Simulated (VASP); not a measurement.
Zr4Mo, 5 atoms in the cell. It takes space group P-43m (No. 215, cubic). Conventional cell: a = 4.948 Å, b = 4.948 Å, c = 4.948 Å, α = 90.00°, β = 90.00°, γ = 90.00°. Zr (site symmetry 3m) has 1 Mo at 2.47 Å and 3 Zr at 2.97 Å within 3.3 Å. Mo (site symmetry -43m) has 4 Zr at 2.47 Å within 3.3 Å. The cell was built from a structure type or drawn by symmetry, and may not be a known phase.

- Program: VASP 6.6.1
- Task: single point
- Functional: PBE
- Potentials or basis: VASP PAW PBE potentials, release 64 (Zr_sv, Mo_sv)
- Cutoff: 520 eV
- k mesh: 8 × 8 × 8
- Occupations: gaussian, width 0.1 eV
- Spin: no spin polarisation
- Dipole correction: no
- Further INCAR settings: ALGO = Fast; EDIFF = 1e-06; NBANDS = 39

Potentials or basis: VASP PAW PBE potentials, release 64 (Zr_sv, Mo_sv).

Command:

```sh
$ cat potpaw_PBE.64/Zr_sv/POTCAR potpaw_PBE.64/Mo_sv/POTCAR > POTCAR
$ mpirun -np 1 vasp_std > vasp.out
```

Hardware: 1 thread of Intel(R) Xeon(R) 6975P-C (Granite Rapids) (shared host).

Problem. How long does it take, and how much memory?

Solution. Run time: 2.1 min on 1 thread of Intel(R) Xeon(R) 6975P-C (Granite Rapids), on a shared host, peak memory 0.32 GiB. Counts: scf iterations 21, k points 35.
